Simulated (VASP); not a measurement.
# Ir2O3 (Pn-3m) in VASP: further runs

Ir2O3 is run at these levels: PBE; tasks: single point.

Program: VASP 6.6.1. These are calculated values, not measurements. Logs are shortened: lines on timing, memory, paths and dates and some standing lists are left out, and cuts for length are marked.

## Step 1: The cell of the first run

Symmetry: Pn-3m, No. 224, cubic system. Conventional cell: a = 4.901 Å, b = 4.901 Å, c = 4.901 Å, α = 90.00°, β = 90.00°, γ = 90.00°. Ir (site symmetry -3m) has 6 O at 2.12 Å within 2.8 Å. O (site symmetry -42m) has 4 Ir at 2.12 Å and 4 O at 2.45 Å within 2.8 Å.

## Step 2: Single point, PBE

Input file INCAR:

```
  ALGO = Normal
  EDIFF = 1E-7
  ENCUT = 520
  GGA = PE
  ISIF = 2
  ISMEAR = -1
  LASPH = T
  LCHARG = F
  LREAL = F
  LWAVE = F
  NBANDS = 47
  NELM = 60
  PREC = Accurate
  SIGMA = 0.06122561905347299
```

Input file KPOINTS:

```
k-points
0
Gamma
  12 12 12
```

Input file POSCAR:

```
Ir2O3
1.0
    4.9013226399      0.0000000000      0.0000000000
    0.0000000000      4.9013226399      0.0000000000
    0.0000000000      0.0000000000      4.9013226399
Ir O
4 6
Direct
    0.2500000000      0.2500000000      0.2500000000
    0.7500000000      0.7500000000      0.2500000000
    0.7500000000      0.2500000000      0.7500000000
    0.2500000000      0.7500000000      0.7500000000
    0.5000000000      0.0000000000      0.0000000000
    0.0000000000      0.5000000000      0.0000000000
    0.0000000000      0.0000000000      0.5000000000
    0.5000000000      0.5000000000      0.0000000000
    0.5000000000      0.0000000000      0.5000000000
    0.0000000000      0.5000000000      0.5000000000
```

Potentials or basis: VASP PAW PBE potentials, release 64 (Ir, O).

The run is started by

```bash
> cat potpaw_PBE.64/Ir/POTCAR potpaw_PBE.64/O/POTCAR > POTCAR
> mpirun -np 1 vasp_std > vasp.out
```

OUTCAR:

```text
EDIFF = 1E-7
   ENCUT = 520
   GGA = PE
   ISIF = 2
   ISMEAR = -1
   LASPH = T
   LREAL = F
   NELM = 60
   PREC = Accurate

 ion  position               nearest neighbor table
   1  0.250  0.250  0.250-   5 2.12   6 2.12   7 2.12   8 2.12   9 2.12  10 2.12
   2  0.750  0.750  0.250-   5 2.12   6 2.12   7 2.12   8 2.12   9 2.12  10 2.12
   3  0.750  0.250  0.750-   5 2.12   6 2.12   7 2.12   8 2.12   9 2.12  10 2.12
   4  0.250  0.750  0.750-   5 2.12   6 2.12   7 2.12   8 2.12   9 2.12  10 2.12
   5  0.500  0.000  0.000-   1 2.12   2 2.12   3 2.12   4 2.12
   6  0.000  0.500  0.000-   1 2.12   2 2.12   3 2.12   4 2.12
   7  0.000  0.000  0.500-   1 2.12   2 2.12   3 2.12   4 2.12
   8  0.500  0.500  0.000-   1 2.12   2 2.12   3 2.12   4 2.12
   9  0.500  0.000  0.500-   1 2.12   2 2.12   3 2.12   4 2.12
  10  0.000  0.500  0.500-   1 2.12   2 2.12   3 2.12   4 2.12

  LATTYP: Found a simple cubic cell.
 ALAT       =     4.9013226399

  Lattice vectors:

 A1 = (   4.9013226399,   0.0000000000,   0.0000000000)
 A2 = (   0.0000000000,   4.9013226399,   0.0000000000)
 A3 = (   0.0000000000,   0.0000000000,   4.9013226399)

Analysis of symmetry for initial positions (statically):
=====================================================================
 Subroutine PRICEL returns:
 Original cell was already a primitive cell.

 Routine SETGRP: Setting up the symmetry group for a
 simple cubic supercell.

 Subroutine GETGRP returns: Found 48 space group operations
 (whereof 24 operations were pure point group operations)
 out of a pool of 48 trial point group operations.

The static configuration has the point symmetry T_d .
 The point group associated with its full space group is O_h .

Analysis of symmetry for dynamics (positions and initial velocities):
=====================================================================
 Subroutine PRICEL returns:
 Original cell was already a primitive cell.

 Routine SETGRP: Setting up the symmetry group for a
 simple cubic supercell.

 Subroutine GETGRP returns: Found 48 space group operations
 (whereof 24 operations were pure point group operations)
 out of a pool of 48 trial point group operations.

The dynamic configuration has the point symmetry T_d .
 The point group associated with its full space group is O_h .

 Subroutine INISYM returns: Found 48 space group operations
 (whereof 24 operations are pure point group operations),
 and found     1 'primitive' translations

----------------------------------------------------------------------------------------

                                     Primitive cell

  volume of cell :     117.7443

  direct lattice vectors                    reciprocal lattice vectors
     4.901322640  0.000000000  0.000000000     0.204026560  0.000000000  0.000000000
     0.000000000  4.901322640  0.000000000     0.000000000  0.204026560  0.000000000
     0.000000000  0.000000000  4.901322640     0.000000000  0.000000000  0.204026560

  length of vectors
     4.901322640  4.901322640  4.901322640     0.204026560  0.204026560  0.204026560

  position of ions in fractional coordinates (direct lattice)
     0.250000000  0.250000000  0.250000000
     0.750000000  0.750000000  0.250000000
     0.750000000  0.250000000  0.750000000
     0.250000000  0.750000000  0.750000000
     0.500000000  0.000000000  0.000000000
     0.000000000  0.500000000  0.000000000
     0.000000000  0.000000000  0.500000000
     0.500000000  0.500000000  0.000000000
     0.500000000  0.000000000  0.500000000
     0.000000000  0.500000000  0.500000000

  ion indices of the primitive-cell ions
   primitive index   ion index
                 1           1
                 2           2
                 3           3
                 4           4
                 5           5
                 6           6
                 7           7
                 8           8
                 9           9
                10          10

----------------------------------------------------------------------------------------

 KPOINTS: k-points

Automatic generation of k-mesh.
 Grid dimensions read from file:
 generate k-points for:   12   12   12

 Generating k-lattice:

  Cartesian coordinates                     Fractional coordinates (reciprocal lattice)
     0.017002213  0.000000000  0.000000000     0.083333333  0.000000000  0.000000000
     0.000000000  0.017002213  0.000000000     0.000000000  0.083333333  0.000000000
     0.000000000  0.000000000  0.017002213     0.000000000  0.000000000  0.083333333

  Length of vectors
     0.017002213  0.017002213  0.017002213

  Shift w.r.t. Gamma in fractional coordinates (k-lattice)
     0.000000000  0.000000000  0.000000000

 Subroutine IBZKPT returns following result:
 ===========================================

 Found     84 irreducible k-points:

 Following reciprocal coordinates:
            Coordinates               Weight
  0.000000  0.000000  0.000000      1.000000
  0.083333  0.000000  0.000000      6.000000
  0.166667  0.000000  0.000000      6.000000
  0.250000  0.000000  0.000000      6.000000
  0.333333  0.000000  0.000000      6.000000
  0.416667  0.000000  0.000000      6.000000
[... 16 lines left out ...]
  0.333333  0.333333  0.000000     12.000000
  0.416667  0.333333  0.000000     24.000000
 [... further k-points ...]
   k-points           NKPTS =     84   k-points in BZ     NKDIM =     84   number of bands    NBANDS=     47
   number of dos      NEDOS =    301   number of ions     NIONS =     10
   total plane-waves  NPLWV =  46656
   dimension x,y,z NGX =    36 NGY =   36 NGZ =   36
   dimension x,y,z NGXF=    72 NGYF=   72 NGZF=   72
   ions per type =               4   6
   NGX,Y,Z   is equivalent  to a cutoff of  12.21, 12.21, 12.21 a.u.
   NGXF,Y,Z  is equivalent  to a cutoff of  24.42, 24.42, 24.42 a.u.
 SYSTEM =  unknown system
   PREC   = accura    normal or accurate (medium, high low for compatibility)
   ISTART =      0    job   : 0-new  1-cont  2-samecut
   ICHARG =      2    charge: 1-file 2-atom 10-const
   ISPIN  =      1    spin polarized calculation?
   LNONCOLLINEAR =      F non collinear calculations
   LSORBIT =      F    spin-orbit coupling
   LASPH  =      T    aspherical Exc in radial PAW
   ENCUT  =  520.0 eV  38.22 Ry    6.18 a.u.   9.11  9.11  9.11*2*pi/ulx,y,z
   NELM   =     60;   NELMIN=  2; NELMDL= -5     # of ELM steps
   EDIFF  = 0.1E-06   stopping-criterion for ELM
   LREAL  =      F    real-space projection
   EDIFFG = 0.1E-05   stopping-criterion for IOM
   NSW    =      0    number of steps for IOM
   IBRION =     -1    ionic relax: 0-MD 1-quasi-New 2-CG
   NFREE  =      0    steps in history (QN), initial steepest desc. (CG)
   ISIF   =      2    stress and relaxation
   ISYM   =      2    0-nonsym 1-usesym 2-fastsym
   POTIM  = 0.5000    time-step for ionic-motion
   TEBEG  =    0.0;   TEEND  =   0.0 temperature during run
   PSTRESS=    0.0 pullay stress
   NELECT =      72.0000    total number of electrons
   NUPDOWN=      -1.0000    fix difference up-down
   EMIN   =  10.00;   EMAX   =-10.00  energy-range for DOS
   EFERMI =   0.00;   METHOD = LEGACY
   ISMEAR =    -1;   SIGMA  =   0.06  broadening in eV -4-tet -1-fermi 0-gaus
   EFERMI_NEDOS =   21; number of points for ismear=-14 and -15
   IALGO  =     38    algorithm
   IMIX   =      4    mixing-type and parameters
     AMIX     =   0.40;   BMIX     =  1.00
     AMIX_MAG =   1.60;   BMIX_MAG =  1.00
  volume/ion in A,a.u.               =      11.77        79.46
  Fermi-wavevector in a.u.,A,eV,Ry     =   1.389544  2.625858 26.270580  1.930833
  Thomas-Fermi vector in A             =   2.513565
   LORBIT       =      0    0 simple, 1 ext, 2 COOP (PROOUT), +10 PAW based schemes
   GGA     = PE    functional components
   LHFCALC =     F    Hartree Fock is set to
   AEXX    =    0.0000 exact exchange contribution
   IVDW    =     0    specifies the selected vdW correction
   LEPSILON=     F    determine dielectric tensor
   LRPA    =     F    only Hartree local field effects (RPA)
 non-spin polarized calculation
  energy-cutoff  :      520.00
  volume of cell :      117.74
 maximum number of plane-waves:      3191
   NGX = 19   NGY = 19   NGZ = 19

 number of electron      71.9999940 magnetization

 Free energy of the ion-electron system (eV)
  ---------------------------------------------------
  ext. energy  EPLUGINS =         0.00000000
  ---------------------------------------------------
  free energy    TOTEN  =       -68.32553239 eV

  energy without entropy =      -68.30077934  energy(sigma->0) =      -68.31315586

 E-fermi :   6.0726     XC(G=0): -11.9548

 val. band max:        6.0369399770   @ k =   0.0833   0.0000   0.0000
 cond. band min:       6.0835215991   @ k =   0.1667   0.0000   0.0000
 fundamental gap:      0.0465816221
 Fermi energy:         6.0725709727

 k-point     1 :       0.0000    0.0000    0.0000
  band No.  band energies     occupation
      1     -15.2569      2.00000
      2     -13.8321      2.00000
      3     -13.8321      2.00000
      4     -13.5215      2.00000
      5     -13.5215      2.00000
      6     -12.5041      2.00000
[... 39 lines left out ...]
     46       9.0943      0.00000
     47      14.6093      0.00000

 k-point     2 :       0.0833    0.0000    0.0000
  band No.  band energies     occupation
      1     -15.2348      2.00000
      2     -13.8572      2.00000
      3     -13.8273      2.00000
      4     -13.5273      2.00000
      5     -13.5088      2.00000
      6     -12.5298      2.00000
[... 1092 lines left out ...]
 k-point    24 :       0.4167    0.3333    0.0000
  band No.  band energies     occupation
      1     -14.5320      2.00000
      2     -14.2822      2.00000
      3     -13.8360      2.00000
      4     -13.7155      2.00000
      5     -13.3011      2.00000
      6     -13.1632      2.00000
[... 39 lines left out ...]
     46      11.4922      0.00000
     47      12.7494      0.00000

 [... further k-points ...]

------------------------ aborting loop because EDIFF is reached ----------------------------------------

  FORCE on cell =-STRESS in cart. coord.  units (eV):
  Direction    XX          YY          ZZ          XY          YZ          ZX
  --------------------------------------------------------------------------------------
  -------------------------------------------------------------------------------------
  Total       -8.7819352     -8.7819352     -8.7819352     -0.0000000     -0.0000000      0.0000000
  in kB     -119.4980825   -119.4980825   -119.4980825     -0.0000000     -0.0000000      0.0000000
  external PRESSURE =    -119.4980825 kB  Pullay stress =       0.0000000 kB

 VOLUME and BASIS-vectors are now :
 -----------------------------------------------------------------------------
  energy-cutoff  :      520.00
  volume of cell :      117.74
      direct lattice vectors                 reciprocal lattice vectors
     4.901322640  0.000000000  0.000000000     0.204026560  0.000000000  0.000000000
     0.000000000  4.901322640  0.000000000     0.000000000  0.204026560  0.000000000
     0.000000000  0.000000000  4.901322640     0.000000000  0.000000000  0.204026560

 POSITION                                       TOTAL-FORCE (eV/Angst)
 -----------------------------------------------------------------------------------
      1.22533      1.22533      1.22533        -0.000000      0.000000      0.000000
      3.67599      3.67599      1.22533         0.000000     -0.000000      0.000000
      3.67599      1.22533      3.67599        -0.000000     -0.000000     -0.000000
      1.22533      3.67599      3.67599         0.000000      0.000000     -0.000000
      2.45066      0.00000      0.00000        -0.000000      0.000000      0.000000
      0.00000      2.45066      0.00000         0.000000      0.000000     -0.000000
      0.00000      0.00000      2.45066        -0.000000      0.000000     -0.000000
      2.45066      2.45066      0.00000        -0.000000      0.000000     -0.000000
      2.45066      0.00000      2.45066        -0.000000      0.000000     -0.000000
      0.00000      2.45066      2.45066        -0.000000      0.000000      0.000000
 -----------------------------------------------------------------------------------
    total drift:                               -0.000000      0.000000     -0.000000

  FREE ENERGIE OF THE ION-ELECTRON SYSTEM (eV)
  ---------------------------------------------------
  free  energy   TOTEN  =       -68.3255323868 eV

  energy  without entropy=      -68.3007793420  energy(sigma->0) =      -68.31315586
```

Run time: 10 min. Hardware: 1 thread of Intel Xeon Platinum 8259CL at 2.50GHz (Skylake/Cascade Lake), shared host; peak memory 0.44 GiB.

What came out:

- Free energy: -68.3255 eV
- Pressure: -11.9 GPa

Caveat: spin-orbit coupling is left out, which moves the levels of the heavy elements.

## Step 3: Single point, PBE

Input file INCAR:

```
SYSTEM = Ir2O3
PREC = Accurate ; ENCUT = 520
EDIFF = 1E-6 ; ISMEAR = -1
SIGMA = 0.06122561905347299 ; LREAL = .False.
LASPH = .True. ; NELM = 100
ALGO = Normal ; ISIF = 2
LWAVE = .False. ; LCHARG = .True.
GGA = PE ; LELF = .True.
LVHAR = .True. ; NBANDS = 47
```

Input file KPOINTS:

```
Automatic mesh
0
Gamma
  12 12 12
  0 0 0
```

POSCAR is that of step 2.

Potentials or basis: VASP PAW PBE potentials, release 64 (Ir, O).

The run is started by

```bash
> cat potpaw_PBE.64/Ir/POTCAR potpaw_PBE.64/O/POTCAR > POTCAR
> mpirun -np 1 vasp_std > vasp.out
```

Run time: 5.6 min. Hardware: 1 thread of Intel Xeon 6975P-C, shared host; peak memory 0.44 GiB.

Results (log left out):

* Free energy: -68.3255 eV
* Pressure: -11.9 GPa

Levels at points of the mesh, in eV from the Fermi level:
```tsv
k point	band 33	band 34	band 35	band 36	band 37	band 38	band 39	band 40
(0.00, 0.00, 0.00)	-1.29	-0.11	-0.11	-0.11	-0.05	-0.05	1.81	1.81
(0.50, 0.00, 0.00)	-0.83	-0.83	-0.25	-0.25	0.58	0.58	1.68	1.68
(0.50, 0.50, 0.00)	-0.70	-0.70	-0.53	-0.53	1.14	1.14	1.37	1.37
(0.50, 0.50, 0.50)	-1.56	-0.42	-0.42	-0.42	0.04	0.04	0.04	2.79
```

Caveat: spin-orbit coupling is left out, which moves the levels of the heavy elements.

## Step 4: Single point, PBE

This run uses another cell than the first one, of 11.33 Å³/atom, 0.962 times its volume.

Input file INCAR:

```
SYSTEM = Ir2O3
ALGO = Normal ; EDIFF = 1E-7
ENCUT = 520 ; GGA = PE
ISIF = 2 ; ISMEAR = -1
LASPH = .TRUE. ; LCHARG = .FALSE.
LREAL = .FALSE. ; LWAVE = .FALSE.
NBANDS = 47 ; NELM = 100
PREC = Accurate ; SIGMA = 0.06122561905347299
```

Input file KPOINTS:

```
k-points
0
G
  12 12 12
  0 0 0
```

Edit POSCAR of step 3 so:

```diff
@@ -2,5 +2,5 @@
 1.0
-    4.9013226399      0.0000000000      0.0000000000
-    0.0000000000      4.9013226399      0.0000000000
-    0.0000000000      0.0000000000      4.9013226399
+    4.8388786093      0.0000000000      0.0000000000
+    0.0000000000      4.8388786093      0.0000000000
+    0.0000000000      0.0000000000      4.8388786093
 Ir O
```

The run is started by

```bash
> cat potpaw_PBE.64/Ir/POTCAR potpaw_PBE.64/O/POTCAR > POTCAR
> mpirun -np 1 vasp_std > vasp.out
```

Run time: 9.2 min. Hardware: 1 thread of Oxide Virtual Turin-like, shared host; peak memory 0.4 GiB.

The run converged. Its results:

```yaml
Free_energy: -68.5400 eV
Pressure: -3.6 GPa
Band_gap_on_the_k_mesh: 0.16 eV, direct
```

Levels at points of the mesh, in eV from the valence-band top:
```
           k point  band 32  band 33  band 34  band 35  band 36  band 37  band 38  band 39  band 40  band 41
(0.00, 0.00, 0.00)    -1.25    -1.25     0.00     0.00     0.00     0.16     0.16     2.01     2.01     2.01
(0.50, 0.00, 0.00)    -1.45    -0.77    -0.77    -0.15    -0.15     0.77     0.77     1.92     1.92     2.30
(0.50, 0.50, 0.00)    -1.30    -0.63    -0.63    -0.46    -0.46     1.34     1.34     1.58     1.58     1.64
(0.50, 0.50, 0.50)    -1.55    -1.55    -0.34    -0.34    -0.34     0.24     0.24     0.24     3.06     3.06
```

Caveat: spin-orbit coupling is left out, which moves the levels of the heavy elements. A k mesh can miss the band edges.

## Step 5: Single point, PBE

This run uses another cell than the first one, of 11.33 Å³/atom, 0.962 times its volume.

Input file INCAR:

```
  PREC = Accurate
  ENCUT = 520
  EDIFF = 1E-6
  ISMEAR = -1
  SIGMA = 0.06122561905347299
  LREAL = False
  LASPH = True
  NELM = 80
  ALGO = Normal
  ISIF = 2
  LWAVE = False
  LCHARG = False
  GGA = PE
  NBANDS = 47
```

Input file KPOINTS:

```
Automatic mesh
0
Gamma
  12 12 12
```

POSCAR is that of step 4.

The run is started by

```bash
> cat potpaw_PBE.64/Ir/POTCAR potpaw_PBE.64/O/POTCAR > POTCAR
> mpirun -np 1 vasp_std > vasp.out
```

Wall time 4.7 min (1 thread of Oxide Virtual Turin-like, shared host); peak memory 0.41 GiB.

It converged, with:

```
Free energy            : -68.5400 eV
Pressure               : -3.6 GPa
Band gap on the k mesh : 0.16 eV, direct
```

Levels at points of the mesh, in eV from the valence-band top:
| k point | band 32 | band 33 | band 34 | band 35 | band 36 | band 37 | band 38 | band 39 | band 40 | band 41 |
| --- | --- | --- | --- | --- | --- | --- | --- | --- | --- | --- |
| (0.00, 0.00, 0.00) | -1.25 | -1.25 | 0.00 | 0.00 | 0.00 | 0.16 | 0.16 | 2.01 | 2.01 | 2.01 |
| (0.50, 0.00, 0.00) | -1.45 | -0.77 | -0.77 | -0.15 | -0.15 | 0.77 | 0.77 | 1.92 | 1.92 | 2.30 |
| (0.50, 0.50, 0.00) | -1.30 | -0.63 | -0.63 | -0.46 | -0.46 | 1.34 | 1.34 | 1.58 | 1.58 | 1.64 |
| (0.50, 0.50, 0.50) | -1.55 | -1.55 | -0.34 | -0.34 | -0.34 | 0.24 | 0.24 | 0.24 | 3.06 | 3.06 |

Caveat: spin-orbit coupling is left out, which moves the levels of the heavy elements.
